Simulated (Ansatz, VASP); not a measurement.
**VN2: VASP beside Ansatz**

INCAR

```
SYSTEM = VN2
ALGO = Normal ; EDIFF = 1E-6
ENCUT = 520 ; GGA = PE
ISIF = 2 ; ISMEAR = 0
LASPH = .True. ; LCHARG = .False.
LREAL = .False. ; LWAVE = .False.
NBANDS = 32 ; NELM = 100
PREC = Accurate ; SIGMA = 0.15
```

Contents of KPOINTS:

```
k-points
0
Gamma
  16 16 16
  0 0 0
```

POSCAR

```
VN2
1.0
   -2.2610164389      2.2610164389      2.4221350486
    2.2610164389     -2.2610164389      2.4221350486
    2.2610164389      2.2610164389     -2.4221350486
V N
2 4
Direct
    0.2500000000      0.2500000000      0.0000000000
    0.7500000000      0.7500000000      0.0000000000
    0.1135731475      0.6135731475      0.7271462950
    0.6135731475      0.8864268525      0.5000000000
    0.8864268525      0.3864268525      0.2728537050
    0.3864268525      0.1135731475      0.5000000000
```

Input for Ansatz:

```yaml
crystal:
  lattice:
    - [-2.2610164389, 2.2610164389, 2.4221350486]
    - [2.2610164389, -2.2610164389, 2.4221350486]
    - [2.2610164389, 2.2610164389, -2.4221350486]
  atoms:
    - { symbol: V, position: [0.25, 0.25, 0.0] }
    - { symbol: V, position: [0.75, 0.75, 0.0] }
    - { symbol: "N", position: [0.1135731475, 0.6135731475, 0.727146295] }
    - { symbol: "N", position: [0.6135731475, 0.8864268525, 0.5] }
    - { symbol: "N", position: [0.8864268525, 0.3864268525, 0.272853705] }
    - { symbol: "N", position: [0.3864268525, 0.1135731475, 0.5] }
basis:
  ecutwfc: 420
kpoints:
  mp_grid: { grid: [16, 16, 16] }
hamiltonian:
  xc: pbe
scf:
  occupations: { method: gaussian, width: 0.15 }
output:
  forces: true
  stress: true
  eigenvalues: true
```

Change from the starting cell: strain +0.050 along x and y, -0.025 along z, atoms carried along.

Alike in both runs: task single point; functional PBE; k mesh 16 × 16 × 16; occupations gaussian, width 0.15 eV; no spin polarisation.

```csv
,VASP,Ansatz
version,VASP 6.6.1,Ansatz 0.2.0
potentials or method,"VASP PAW PBE potentials, release 64 (V_sv, N), cutoff 520 eV","scalar-relativistic, plane waves, PAW"
valence electrons in the cell,46,46
```

|  | VASP | Ansatz | Ansatz less VASP |
| --- | --- | --- | --- |
| gap on the k mesh at the Fermi level (eV) | none | none | - |
| pressure (GPa) | -21.3 | -21.8 | -0.47 |
| traceless stress, the component that is largest in VASP (GPa) | 29.53 | 29.68 | +0.145 |
| rms of the force components (eV/Å) | 0.289 | 0.305 | +0.0160 |

Atom by atom the forces differ by 0.016 eV/Å (rms over components). A gap of «none» marks a metal or a gap that the smearing closes. The functional is the same, so the differences come from potentials, cutoffs and numerics.
